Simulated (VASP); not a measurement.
# AlNi (Pm-3m) in VASP: settings compared

Aim: see how the results for AlNi move with the level of theory and the settings. Levels: PBE+D3(BJ), RPBE. Tasks: relaxation of cell and atoms.

Program: VASP 6.6.1. These are calculated values, not measurements. Logs are shortened: lines on timing, memory, paths and dates and some standing lists are left out, and cuts for length are marked.

### 1 The cell of the first run

Symmetry: Pm-3m, No. 221, cubic system. Conventional cell: a = 2.881 Å, b = 2.881 Å, c = 2.881 Å, α = 90.00°, β = 90.00°, γ = 90.00°. Within 3.3 Å of Al (site symmetry m-3m) lie 8 Ni at 2.50 Å and 6 Al at 2.88 Å. Ni (site symmetry m-3m) has 8 Al at 2.50 Å and 6 Ni at 2.88 Å within 3.3 Å.

### 2 Relaxation of cell and atoms, PBE+D3(BJ), collinear spin, ferromagnetic start

Contents of INCAR:

```
PREC     = Accurate       # precision mode
ENCUT    = 600            # plane-wave cutoff, eV
EDIFF    = 1E-6           # SCF threshold, eV
ISMEAR   = -1             # smearing method
SIGMA    = 0.1            # smearing width, eV
LREAL    = F              # projectors in reciprocal space
LASPH    = T              # aspherical terms in the spheres
NELM     = 150            # most SCF steps
ALGO     = Normal         # electronic algorithm
ISIF     = 3              # what is computed and relaxed
LWAVE    = F              # write WAVECAR
LCHARG   = F              # write CHGCAR
ISPIN    = 2              # spin polarisation
MAGMOM   = 0 1.5          # initial moments
LORBIT   = 11             # projections on sites
LMAXMIX  = 4              # l up to which the mixer works
GGA      = PE             # functional
IVDW     = 12             # dispersion correction
IBRION   = 2              # ionic algorithm
NSW      = 80             # ionic steps
EDIFFG   = -0.05          # ionic threshold
```

Contents of KPOINTS:

```
regular mesh
0
Gamma
  10 10 10
```

Contents of POSCAR:

```
AlNi
1.0
    2.8810000000      0.0000000000      0.0000000000
    0.0000000000      2.8810000000      0.0000000000
    0.0000000000      0.0000000000      2.8810000000
Al Ni
1 1
Direct
    0.0000000000      0.0000000000      0.0000000000
    0.5000000000      0.5000000000      0.5000000000
```

Potentials or basis: VASP PAW PBE potentials, release 64 (Al, Ni).

The run is started by

```console
> cat potpaw_PBE.64/Al/POTCAR potpaw_PBE.64/Ni/POTCAR > POTCAR
> mpirun -np 1 vasp_std > vasp.out
```

OUTCAR:

```text
PREC = Accurate
   ENCUT = 600
   EDIFF = 1E-6
   ISMEAR = -1
   LREAL = F
   LASPH = T
   NELM = 150
   ISIF = 3
   ISPIN = 2
   LORBIT = 11
   GGA = PE
   IVDW = 12
   IBRION = 2
   NSW = 80
   EDIFFG = -0.05
 IVDW          = 12

 ion  position               nearest neighbor table
   1  0.000  0.000  0.000-   2 2.50   2 2.50   2 2.50   2 2.50   2 2.50   2 2.50   2 2.50   2 2.50

   2  0.500  0.500  0.500-   1 2.50   1 2.50   1 2.50   1 2.50   1 2.50   1 2.50   1 2.50   1 2.50

  LATTYP: Found a simple cubic cell.
 ALAT       =     2.8810000000

  Lattice vectors:

 A1 = (   2.8810000000,   0.0000000000,   0.0000000000)
 A2 = (   0.0000000000,   2.8810000000,   0.0000000000)
 A3 = (   0.0000000000,   0.0000000000,   2.8810000000)

Analysis of symmetry for initial positions (statically):
=====================================================================
 Subroutine PRICEL returns:
 Original cell was already a primitive cell.

 Routine SETGRP: Setting up the symmetry group for a
 simple cubic supercell.

 Subroutine GETGRP returns: Found 48 space group operations
 (whereof 48 operations were pure point group operations)
 out of a pool of 48 trial point group operations.

The static configuration has the point symmetry O_h .

Analysis of symmetry for dynamics (positions and initial velocities):
=====================================================================
 Subroutine PRICEL returns:
 Original cell was already a primitive cell.

 Routine SETGRP: Setting up the symmetry group for a
 simple cubic supercell.

 Subroutine GETGRP returns: Found 48 space group operations
 (whereof 48 operations were pure point group operations)
 out of a pool of 48 trial point group operations.

The dynamic configuration has the point symmetry O_h .

Analysis of structural, dynamic, and magnetic symmetry:
=====================================================================
 Subroutine PRICEL returns:
 Original cell was already a primitive cell.

 Routine SETGRP: Setting up the symmetry group for a
 simple cubic supercell.

 Subroutine GETGRP returns: Found 48 space group operations
 (whereof 48 operations were pure point group operations)
 out of a pool of 48 trial point group operations.

The overall configuration has the point symmetry O_h .

 Subroutine INISYM returns: Found 48 space group operations
 (whereof 48 operations are pure point group operations),
 and found     1 'primitive' translations

----------------------------------------------------------------------------------------

                                     Primitive cell

  volume of cell :      23.9128

[... 102 lines left out ...]
   EFERMI =   0.00;   METHOD = LEGACY
   ISMEAR =    -1;   SIGMA  =   0.10  broadening in eV -4-tet -1-fermi 0-gaus
   EFERMI_NEDOS =   21; number of points for ismear=-14 and -15
   IALGO  =     38    algorithm
   IMIX   =      4    mixing-type and parameters
     AMIX     =   0.40;   BMIX     =  1.00
     AMIX_MAG =   1.60;   BMIX_MAG =  1.00
  volume/ion in A,a.u.               =      11.96        80.69
  Fermi-wavevector in a.u.,A,eV,Ry     =   1.336122  2.524904 24.289410  1.785221
  Thomas-Fermi vector in A             =   2.464773
   LORBIT       =     11    0 simple, 1 ext, 2 COOP (PROOUT), +10 PAW based schemes
   GGA     = PE    functional components
   LHFCALC =     F    Hartree Fock is set to
   AEXX    =    0.0000 exact exchange contribution
   IVDW    =    12    specifies the selected vdW correction
   LEPSILON=     F    determine dielectric tensor
   LRPA    =     F    only Hartree local field effects (RPA)
 conjugate gradient relaxation of ions
 spin polarized calculation
  energy-cutoff  :      600.00
  volume of cell :       23.91
 maximum number of plane-waves:       840
 NGX is ok and might be reduce to    24
   NGX = 11   NGY = 11   NGZ = 11

--------------------------------------- Ionic step        1  -------------------------------------------

 number of electron      13.0000015 magnetization       0.0005694

 number of electron      13.0000015 magnetization      -0.0000919

 Free energy of the ion-electron system (eV)
  ---------------------------------------------------
  ext. energy  EPLUGINS =         0.00000000
  ---------------------------------------------------
  free energy    TOTEN  =       -10.55266156 eV

  energy without entropy =      -10.52807303  energy(sigma->0) =      -10.54036730

------------------------ aborting loop because EDIFF is reached ----------------------------------------

 Edisp (eV)   -0.88584

 E8    (eV) :    -0.3904
[... 75 lines left out ...]
 number of electron      13.0000008 magnetization      -0.0000007

 number of electron      13.0000008 magnetization       0.0000016

 Free energy of the ion-electron system (eV)
  ---------------------------------------------------
  ext. energy  EPLUGINS =         0.00000000
  ---------------------------------------------------
  free energy    TOTEN  =       -10.53699765 eV

  energy without entropy =      -10.51324562  energy(sigma->0) =      -10.52512163

 E-fermi :  10.3761     XC(G=0): -12.1708

 val. band max:       10.3491434906   @ k =   0.4000   0.4000   0.2000
 cond. band min:      10.4547101412   @ k =   0.4000   0.3000   0.2000
 fundamental gap:      0.1055666507
 Fermi energy:        10.3761025748

 spin component 1

 k-point     1 :       0.0000    0.0000    0.0000
  band No.  band energies     occupation
      1      -0.9596      1.00000
      2       7.0149      1.00000
      3       7.0149      1.00000
      4       8.7707      1.00000
      5       8.7707      1.00000
      6       8.7707      1.00000
      7      15.9737      0.00000
      8      15.9737      0.00000
      9      15.9737      0.00000
     10      18.5721      0.00000
     11      18.5721      0.00000
[... 310 lines left out ...]
  band No.  band energies     occupation
      1       1.0437      1.00000
      2       6.4086      1.00000
      3       7.3499      1.00000
      4       8.1595      1.00000
      5       8.2432      1.00000
      6       8.6812      1.00000
      7      10.7642      0.02022
      8      15.8575      0.00000
      9      16.7983      0.00000
     10      20.7577      0.00000
     11      23.4860      0.00000

 [... further k-points ...]

 spin component 2

 k-point     1 :       0.0000    0.0000    0.0000
  band No.  band energies     occupation
      1      -0.9596      1.00000
      2       7.0149      1.00000
      3       7.0149      1.00000
      4       8.7707      1.00000
      5       8.7707      1.00000
      6       8.7707      1.00000
      7      15.9737      0.00000
      8      15.9737      0.00000
      9      15.9737      0.00000
     10      18.5721      0.00000
     11      18.5721      0.00000
[... 355 lines left out ...]
  FREE ENERGIE OF THE ION-ELECTRON SYSTEM (eV)
  ---------------------------------------------------
  free  energy   TOTEN  =       -11.4464770072 eV

  energy  without entropy=      -11.4227249764  energy(sigma->0) =      -11.43460099

 reached required accuracy - stopping structural energy minimisation

 total charge

# of ion       s       p       d       tot
------------------------------------------
    1        0.386   0.425   0.000   0.811
    2        0.485   0.539   8.487   9.510
--------------------------------------------------
tot          0.871   0.964   8.487  10.322

 magnetization (x)

# of ion       s       p       d       tot
------------------------------------------
    1        0.000   0.000   0.000   0.000
    2       -0.000  -0.000  -0.000  -0.000
--------------------------------------------------
tot         -0.000  -0.000  -0.000  -0.000
```

Wall time 29 s (1 thread of Intel Xeon 6975P-C (Granite Rapids), shared host); peak memory 0.18 GiB.

Results:

```yaml
Free_energy: -11.4465 eV
Relaxed_volume: 11.66 Å³/atom
Relaxed_cell: a = 2.857 Å, b = 2.857 Å, c = 2.857 Å, α = 90.00°, β = 90.00°, γ = 90.00°
Space_group_after_relaxing_to_0.05_Å: Pm-3m (No. 221)
Energy_gained_by_relaxing: 4.0 meV/atom
Ionic_steps: 3
Pressure_after_relaxing: 0.0 GPa
Net_moment: 0.00 μB per cell
Valence_electrons_inside_the_program's_atomic_spheres: Al 0.81; Ni 9.51
Dispersion_energy_per_atom: -0.455 eV
```

Step by step:
| step | energy change (eV) | largest force (eV/Å) | pressure (GPa) | volume (Å³) |
| --- | --- | --- | --- | --- |
| 1 | 0.0000 | 0.0000 | -4.15 | 23.91 |
| 2 | -0.0030 | 0.0000 | 3.56 | 22.86 |
| 3 | -0.0080 | 0.0000 | -0.02 | 23.31 |

Final structure:
```
Al Ni
1.0
     2.85673    0.00000    0.00000
     0.00000    2.85673    0.00000
     0.00000    0.00000    2.85673
Al Ni
1 1
Direct
  0.00000 0.00000 0.00000
  0.50000 0.50000 0.50000
```

Levels at points of the mesh, in eV from the Fermi level:
Spin up:
| k point | band 2 | band 3 | band 4 | band 5 | band 6 | band 7 | band 8 | band 9 | band 10 | band 11 |
| --- | --- | --- | --- | --- | --- | --- | --- | --- | --- | --- |
| (0.00, 0.00, 0.00) | -3.36 | -3.36 | -1.61 | -1.61 | -1.61 | 5.60 | 5.60 | 5.60 | 8.20 | 8.20 |
| (0.50, 0.00, 0.00) | -6.93 | -2.87 | -2.33 | -2.33 | -1.51 | -0.67 | 8.30 | 10.14 | 10.14 | 11.13 |
| (0.50, 0.50, 0.00) | -3.49 | -2.97 | -2.97 | -2.16 | -2.16 | -1.06 | 1.52 | 2.58 | 12.55 | 15.33 |
| (0.50, 0.50, 0.50) | -4.24 | -4.24 | -1.03 | -1.03 | 1.97 | 1.97 | 1.97 | 3.91 | 4.54 | 4.54 |
Spin down:
```
           k point  band 3  band 4  band 5  band 6  band 7  band 8  band 9  band 10
(0.00, 0.00, 0.00)   -3.36   -1.61   -1.61   -1.61    5.60    5.60    5.60     8.20
(0.50, 0.00, 0.00)   -2.87   -2.33   -2.33   -1.51   -0.67    8.30   10.14    10.14
(0.50, 0.50, 0.00)   -2.97   -2.97   -2.16   -2.16   -1.06    1.52    2.58    12.55
(0.50, 0.50, 0.50)   -4.24   -1.03   -1.03    1.97    1.97    1.97    3.91     4.54
```

Caveat: the starting moments collapsed, and a magnetic state may lie lower; pairwise dispersion overbinds metals, which lowers pressure and volume.

### 3 Relaxation of cell and atoms, RPBE, collinear spin, ferromagnetic start

Contents of INCAR:

```
  ALGO = Normal
  EDIFF = 1E-7
  EDIFFG = -0.05
  ENCUT = 600
  GGA = RP
  IBRION = 2
  ISIF = 3
  ISMEAR = -1
  ISPIN = 2
  LASPH = True
  LCHARG = False
  LMAXMIX = 4
  LORBIT = 11
  LREAL = False
  LWAVE = False
  MAGMOM = 0 1.5
  NELM = 150
  NSW = 80
  PREC = Accurate
  SIGMA = 0.1
```

Contents of KPOINTS:

```
k-points
0
Gamma
  10 10 10
```

POSCAR is that of step 2.

Potentials or basis: VASP PAW PBE potentials, release 64 (Al, Ni).

The run is started by

```console
> cat potpaw_PBE.64/Al/POTCAR potpaw_PBE.64/Ni/POTCAR > POTCAR
> mpirun -np 1 vasp_std > vasp.out
```

OUTCAR:

```text
EDIFF = 1E-7
   EDIFFG = -0.05
   ENCUT = 600
   GGA = RP
   IBRION = 2
   ISIF = 3
   ISMEAR = -1
   ISPIN = 2
   LASPH = True
   LORBIT = 11
   LREAL = False
   NELM = 150
   NSW = 80
   PREC = Accurate

 ion  position               nearest neighbor table
   1  0.000  0.000  0.000-   2 2.50   2 2.50   2 2.50   2 2.50   2 2.50   2 2.50   2 2.50   2 2.50

   2  0.500  0.500  0.500-   1 2.50   1 2.50   1 2.50   1 2.50   1 2.50   1 2.50   1 2.50   1 2.50

  LATTYP: Found a simple cubic cell.
 ALAT       =     2.8810000000

  Lattice vectors:

 A1 = (   2.8810000000,   0.0000000000,   0.0000000000)
 A2 = (   0.0000000000,   2.8810000000,   0.0000000000)
 A3 = (   0.0000000000,   0.0000000000,   2.8810000000)

Analysis of symmetry for initial positions (statically):
=====================================================================
 Subroutine PRICEL returns:
[... 957 lines left out ...]
  free energy    TOTEN  =        -9.76465182 eV

  energy without entropy =       -9.73875931  energy(sigma->0) =       -9.75170556

 E-fermi :   9.6955     XC(G=0): -11.7878

 val. band max:        9.6766590083   @ k =   0.4000   0.4000   0.2000
 cond. band min:       9.7604845639   @ k =   0.4000   0.3000   0.2000
 fundamental gap:      0.0838255556
 Fermi energy:         9.6954642760

 spin component 1

 k-point     1 :       0.0000    0.0000    0.0000
  band No.  band energies     occupation
      1      -1.1989      1.00000
      2       6.6210      1.00000
      3       6.6210      1.00000
      4       8.2135      1.00000
      5       8.2135      1.00000
      6       8.2135      1.00000
      7      15.0532      0.00000
      8      15.0532      0.00000
      9      15.0532      0.00000
     10      17.6349      0.00000
     11      17.6349      0.00000
[... 691 lines left out ...]
  FREE ENERGIE OF THE ION-ELECTRON SYSTEM (eV)
  ---------------------------------------------------
  free  energy   TOTEN  =        -9.7646518183 eV

  energy  without entropy=       -9.7387593068  energy(sigma->0) =       -9.75170556

 reached required accuracy - stopping structural energy minimisation

 total charge

# of ion       s       p       d       tot
------------------------------------------
    1        0.383   0.399   0.000   0.782
    2        0.458   0.486   8.450   9.393
--------------------------------------------------
tot          0.841   0.885   8.450  10.175

 magnetization (x)

# of ion       s       p       d       tot
------------------------------------------
    1        0.000   0.000   0.000   0.000
    2       -0.000  -0.000  -0.000  -0.000
--------------------------------------------------
tot         -0.000  -0.000  -0.000  -0.000
```

OSZICAR:

```text
N       E                     dE             d eps       ncg     rms          rms(c)
DAV:   1     0.450732132882E+02    0.45073E+02   -0.62833E+03  2480   0.140E+03
DAV:   2    -0.948087459793E+01   -0.54554E+02   -0.51344E+02  2491   0.214E+02
[... 30 lines left out ...]
DAV:   4    -0.976587018102E+01    0.63687E-03   -0.22218E-02  2612   0.131E+00    0.354E-01
DAV:   5    -0.976464399479E+01    0.12262E-02   -0.49425E-03  3132   0.961E-01    0.540E-02
DAV:   6    -0.976465425894E+01   -0.10264E-04   -0.11259E-04  2701   0.143E-01    0.216E-02
DAV:   7    -0.976465266758E+01    0.15914E-05   -0.66166E-06  3504   0.398E-02    0.560E-03
DAV:   8    -0.976465184713E+01    0.82045E-06   -0.39043E-07  1582   0.938E-03    0.143E-03
DAV:   9    -0.976465181826E+01    0.28867E-07   -0.11814E-07  1364   0.328E-03
   3 F= -.97646518E+01 E0= -.97517056E+01  d E =-.152101E-01  mag=    -0.0000
```

CONTCAR:

```text
AlNi
   1.00000000000000
     2.9157146524314039    0.0000000000000000    0.0000000000000000
    -0.0000000000000000    2.9157146524314039    0.0000000000000000
    -0.0000000000000000   -0.0000000000000000    2.9157146524314039
  Al              Ni
     1     1
Direct
     0.0000000000000000    0.0000000000000000    0.0000000000000000
     0.5000000000000000    0.5000000000000000    0.5000000000000000

  0.00000000E+00  0.00000000E+00  0.00000000E+00
  0.00000000E+00  0.00000000E+00  0.00000000E+00
```

Wall time 32 s (1 thread of Intel Xeon 6975P-C (Granite Rapids), shared host); peak memory 0.17 GiB.

Results:

```yaml
Free_energy: -9.7647 eV
Relaxed_volume: 12.39 Å³/atom
Relaxed_cell: a = 2.916 Å, b = 2.916 Å, c = 2.916 Å, α = 90.00°, β = 90.00°, γ = 90.00°
Space_group_after_relaxing_to_0.05_Å: Pm-3m (No. 221)
Energy_gained_by_relaxing: 7.6 meV/atom
Ionic_steps: 3
Pressure_after_relaxing: 0.0 GPa
Net_moment: 0.00 μB per cell
Valence_electrons_inside_the_program's_atomic_spheres: Al 0.78; Ni 9.39
```

Step by step:
```csv
step,energy change (eV),largest force (eV/Å),pressure (GPa),volume (Å³)
1,0.0000,0.0000,5.77,23.91
2,-0.0077,0.0000,-3.62,25.43
3,-0.0152,0.0000,-0.01,24.79
```

Final structure:
```
Al Ni
1.0
     2.91571    0.00000    0.00000
     0.00000    2.91571    0.00000
     0.00000    0.00000    2.91571
Al Ni
1 1
Cartesian
  0.0000 0.0000 0.0000
  1.4579 1.4579 1.4579
```

Levels at points of the mesh, in eV from the Fermi level:
Spin up:
```csv
k point,band 2,band 3,band 4,band 5,band 6,band 7,band 8,band 9,band 10,band 11
"(0.00, 0.00, 0.00)",-3.07,-3.07,-1.48,-1.48,-1.48,5.36,5.36,5.36,7.94,7.94
"(0.50, 0.00, 0.00)",-6.60,-2.62,-2.15,-2.15,-1.40,-0.64,8.16,9.83,9.83,10.56
"(0.50, 0.50, 0.00)",-3.22,-2.82,-2.82,-1.98,-1.98,-0.98,1.42,2.30,11.95,14.80
"(0.50, 0.50, 0.50)",-3.94,-3.94,-0.95,-0.95,2.00,2.00,2.00,3.46,4.26,4.26
```
Spin down:
```
           k point  band 4  band 5  band 6  band 7  band 8  band 9
(0.00, 0.00, 0.00)   -1.48   -1.48   -1.48    5.36    5.36    5.36
(0.50, 0.00, 0.00)   -2.15   -2.15   -1.40   -0.64    8.16    9.83
(0.50, 0.50, 0.00)   -2.82   -1.98   -1.98   -0.98    1.42    2.30
(0.50, 0.50, 0.50)   -0.95   -0.95    2.00    2.00    2.00    3.46
```

Caveat: the starting moments collapsed, and a magnetic state may lie lower; the PAW data sets were made with another functional, which shifts forces and pressure a little. Zero-point motion and thermal expansion aren't in these numbers.
